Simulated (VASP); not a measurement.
# BaO in VASP: single point with PBE

Aim: the single point of BaO with PBE.

Everything below comes from runs of VASP 6.6.1. Logs are shortened: lines on timing, memory, paths and dates and some standing lists are left out, and cuts for length are marked.

### Step 1. The cell of the first run

The cell holds a slab with vacuum, 8 atoms: a = 3.889 Å, b = 3.889 Å, c = 23.250 Å, α = 90.00°, β = 90.00°, γ = 90.00°.

### Step 2. Single point, PBE

File INCAR:

```
SYSTEM = BaO
ALGO = Normal ; DIPOL = 0.5 0.5 0.500
EDIFF = 1E-6 ; ENCUT = 520
GGA = PE ; IDIPOL = 3
ISIF = 2 ; ISMEAR = -1
LASPH = .True. ; LCHARG = .False.
LDIPOL = .True. ; LREAL = .False.
LWAVE = .False. ; NBANDS = 42
NELM = 80 ; PREC = Accurate
SIGMA = 0.05
```

File KPOINTS:

```
k-points
0
Gamma
  7 7 1
  0 0 0
```

File POSCAR:

```
BaO
1.0
    3.8890872965      0.0000000000      0.0000000000
    0.0000000000      3.8890872965      0.0000000000
    0.0000000000      0.0000000000     23.2500000000
Ba O
4 4
Direct
    0.5000000000      0.5000000000      0.3225806452
    0.0000000000      0.0000000000      0.4408602151
    0.5000000000      0.5000000000      0.5591397849
    0.0000000000      0.0000000000      0.6774193548
    0.0000000000      0.0000000000      0.3225806452
    0.5000000000      0.5000000000      0.4408602151
    0.0000000000      0.0000000000      0.5591397849
    0.5000000000      0.5000000000      0.6774193548
```

Potentials or basis: VASP PAW PBE potentials, release 64 (Ba_sv, O).

Command:

```console
cat potpaw_PBE.64/Ba_sv/POTCAR potpaw_PBE.64/O/POTCAR > POTCAR
mpirun -np 1 vasp_std > vasp.out
```

OUTCAR:

```text
SYSTEM = BaO
   EDIFF = 1E-6
   ENCUT = 520
   GGA = PE
   ISIF = 2
   ISMEAR = -1
   LASPH = .True.
   LREAL = .False.
   NELM = 80
   PREC = Accurate

 ion  position               nearest neighbor table
   1  0.500  0.500  0.323-   5 2.75   5 2.75   5 2.75   5 2.75   6 2.75   2 3.89   2 3.89   2 3.89
                             2 3.89
   2  0.000  0.000  0.441-   7 2.75   6 2.75   6 2.75   6 2.75   6 2.75   5 2.75   3 3.89   3 3.89
                             3 3.89   3 3.89   1 3.89   1 3.89   1 3.89   1 3.89
   3  0.500  0.500  0.559-   6 2.75   7 2.75   7 2.75   7 2.75   7 2.75   8 2.75   2 3.89   2 3.89
                             2 3.89   2 3.89   4 3.89   4 3.89   4 3.89   4 3.89
   4  0.000  0.000  0.677-   8 2.75   8 2.75   8 2.75   8 2.75   7 2.75   3 3.89   3 3.89   3 3.89
                             3 3.89
   5  0.000  0.000  0.323-   1 2.75   1 2.75   1 2.75   1 2.75   2 2.75
   6  0.500  0.500  0.441-   3 2.75   2 2.75   2 2.75   2 2.75   2 2.75   1 2.75
   7  0.000  0.000  0.559-   2 2.75   3 2.75   3 2.75   3 2.75   3 2.75   4 2.75
   8  0.500  0.500  0.677-   4 2.75   4 2.75   4 2.75   4 2.75   3 2.75

  LATTYP: Found a simple tetragonal cell.
 ALAT       =     3.8890872965
 C/A-ratio  =     5.9782664228

  Lattice vectors:

 A1 = (   3.8890872965,   0.0000000000,   0.0000000000)
 A2 = (   0.0000000000,   3.8890872965,   0.0000000000)
 A3 = (   0.0000000000,   0.0000000000,  23.2500000000)

Analysis of symmetry for initial positions (statically):
=====================================================================
 Subroutine PRICEL returns:
 Original cell was already a primitive cell.

 Routine SETGRP: Setting up the symmetry group for a
 simple tetragonal supercell.

 Subroutine GETGRP returns: Found 16 space group operations
 (whereof  8 operations were pure point group operations)
 out of a pool of 16 trial point group operations.

The static configuration has the point symmetry C_4v.
 The point group associated with its full space group is D_4h.

Analysis of symmetry for dynamics (positions and initial velocities):
=====================================================================
 Subroutine PRICEL returns:
 Original cell was already a primitive cell.

 Routine SETGRP: Setting up the symmetry group for a
 simple tetragonal supercell.

 Subroutine GETGRP returns: Found 16 space group operations
 (whereof  8 operations were pure point group operations)
 out of a pool of 16 trial point group operations.

The dynamic configuration has the point symmetry C_4v.
[... 110 lines left out ...]
   EMIN   =  10.00;   EMAX   =-10.00  energy-range for DOS
   EFERMI =   0.00;   METHOD = LEGACY
   ISMEAR =    -1;   SIGMA  =   0.05  broadening in eV -4-tet -1-fermi 0-gaus
   EFERMI_NEDOS =   21; number of points for ismear=-14 and -15
   IALGO  =     38    algorithm
   IMIX   =      4    mixing-type and parameters
     AMIX     =   0.40;   BMIX     =  1.00
     AMIX_MAG =   1.60;   BMIX_MAG =  1.00
  volume/ion in A,a.u.               =      43.96       296.64
  Fermi-wavevector in a.u.,A,eV,Ry     =   0.927745  1.753184 11.710686  0.860711
  Thomas-Fermi vector in A             =   2.053848
   LORBIT       =      0    0 simple, 1 ext, 2 COOP (PROOUT), +10 PAW based schemes
   GGA     = PE    functional components
   LHFCALC =     F    Hartree Fock is set to
   AEXX    =    0.0000 exact exchange contribution
   IVDW    =     0    specifies the selected vdW correction
   LEPSILON=     F    determine dielectric tensor
   LRPA    =     F    only Hartree local field effects (RPA)
 non-spin polarized calculation
  energy-cutoff  :      520.00
  volume of cell :      351.66
 maximum number of plane-waves:      9488
 NGX is ok and might be reduce to    30
   NGX = 15   NGY = 15   NGZ = 87

 dipolmoment           0.000000      0.000000      0.000000 electrons x Angstroem

 number of electron      64.0000020 magnetization

 dipolmoment           0.000000      0.000000     -0.000000 electrons x Angstroem

 Free energy of the ion-electron system (eV)
  ---------------------------------------------------
  ext. energy  EPLUGINS =         0.00000000
  ---------------------------------------------------
  free energy    TOTEN  =       -46.51107380 eV

  energy without entropy =      -46.51107380  energy(sigma->0) =      -46.51107380

 E-fermi :   0.2822     XC(G=0):  -5.1892

 val. band max:       -0.7128449376   @ k =   0.4286   0.4286   0.0000
 cond. band min:       1.1766284308   @ k =   0.0000   0.0000   0.0000
 fundamental gap:      1.8894733685
 Fermi energy:         0.2821775021

 k-point     1 :       0.0000    0.0000    0.0000
  band No.  band energies     occupation
      1     -26.9089      2.00000
      2     -26.8836      2.00000
      3     -26.7073      2.00000
      4     -26.5528      2.00000
      5     -16.3593      2.00000
      6     -16.2718      2.00000
[... 439 lines left out ...]
     41       5.3684      0.00000
     42       5.6800      0.00000

------------------------ aborting loop because EDIFF is reached ----------------------------------------

 vacuum level on the upper side and lower side of the slab       (xc-potential included)        -0.148        -0.148

  FORCE on cell =-STRESS in cart. coord.  units (eV):
  Direction    XX          YY          ZZ          XY          YZ          ZX
  --------------------------------------------------------------------------------------
  -------------------------------------------------------------------------------------
  Total        1.8851199      1.8851199      1.6726668      0.0000000      0.0000000     -0.0000000
  in kB        8.5887749      8.5887749      7.6208196      0.0000000      0.0000000     -0.0000000
  external PRESSURE =       8.2661231 kB  Pullay stress =       0.0000000 kB

 VOLUME and BASIS-vectors are now :
 -----------------------------------------------------------------------------
  energy-cutoff  :      520.00
  volume of cell :      351.66
      direct lattice vectors                 reciprocal lattice vectors
     3.889087297  0.000000000  0.000000000     0.257129739  0.000000000  0.000000000
     0.000000000  3.889087297  0.000000000     0.000000000  0.257129739  0.000000000
     0.000000000  0.000000000 23.250000000     0.000000000  0.000000000  0.043010753

 POSITION                                       TOTAL-FORCE (eV/Angst)
 -----------------------------------------------------------------------------------
      1.94454      1.94454      7.50000        -0.000000      0.000000     -0.540476
      0.00000      0.00000     10.25000        -0.000000     -0.000000     -0.149677
      1.94454      1.94454     13.00000        -0.000000      0.000000      0.149677
      0.00000      0.00000     15.75000        -0.000000     -0.000000      0.540476
      0.00000      0.00000      7.50000        -0.000000      0.000000      0.471097
      1.94454      1.94454     10.25000        -0.000000     -0.000000     -0.283292
      0.00000      0.00000     13.00000        -0.000000     -0.000000      0.283292
      1.94454      1.94454     15.75000         0.000000     -0.000000     -0.471097
 -----------------------------------------------------------------------------------
    total drift:                                0.000000      0.000000      0.000000

  FREE ENERGIE OF THE ION-ELECTRON SYSTEM (eV)
  ---------------------------------------------------
  free  energy   TOTEN  =       -46.5110738042 eV

  energy  without entropy=      -46.5110738028  energy(sigma->0) =      -46.51107380

 vacuum level on the upper side and lower side of the slab         2.467         2.467
```

OSZICAR:

```text
N       E                     dE             d eps       ncg     rms          rms(c)
DAV:   1     0.648907136457E+03    0.64891E+03   -0.27701E+04   840   0.127E+03
DAV:   2     0.236706814842E+02   -0.62524E+03   -0.59486E+03  1164   0.303E+02
DAV:   3    -0.559126551196E+02   -0.79583E+02   -0.78729E+02  1098   0.116E+02
DAV:   4    -0.592730508856E+02   -0.33604E+01   -0.33495E+01  1240   0.228E+01
[... 14 lines left out ...]
DAV:  19    -0.465109838685E+02   -0.46655E-03   -0.95405E-05   940   0.163E-02    0.180E-03
DAV:  20    -0.465110302552E+02   -0.46387E-04   -0.49122E-06   918   0.431E-03    0.105E-03
DAV:  21    -0.465110680814E+02   -0.37826E-04   -0.42932E-06   756   0.312E-03    0.321E-04
DAV:  22    -0.465110730007E+02   -0.49192E-05   -0.50905E-07   698   0.131E-03    0.221E-04
DAV:  23    -0.465110738042E+02   -0.80358E-06   -0.80067E-08   584   0.715E-04
   1 F= -.46511074E+02 E0= -.46511074E+02  d E =-.148078E-08
```

Run time: 3.3 min. Hardware: 1 thread of AMD EPYC 7R13 (Zen 3), shared host; peak memory 0.42 GiB.

What came out:

* Free energy: -46.5111 eV
* Largest force: 0.540 eV/Å
* Band gap on the k mesh: 1.89 eV (least direct gap 2.02 eV)

Forces in eV/Å, atoms in the order of the input:
```
Ba   0.000  0.000 -0.540
Ba   0.000  0.000 -0.150
Ba   0.000  0.000  0.150
Ba   0.000  0.000  0.540
O    0.000  0.000  0.471
O    0.000  0.000 -0.283
O    0.000  0.000  0.283
O    0.000  0.000 -0.471
```

Levels at points of the mesh, in eV from the valence-band top:
```csv
k point,band 29,band 30,band 31,band 32,band 33,band 34,band 35,band 36
"(0.00, 0.00, 0.00)",-0.13,-0.13,-0.13,-0.13,1.89,2.23,2.42,2.50
```

Caveat: spin-orbit coupling is left out, which moves the levels of the heavy elements.
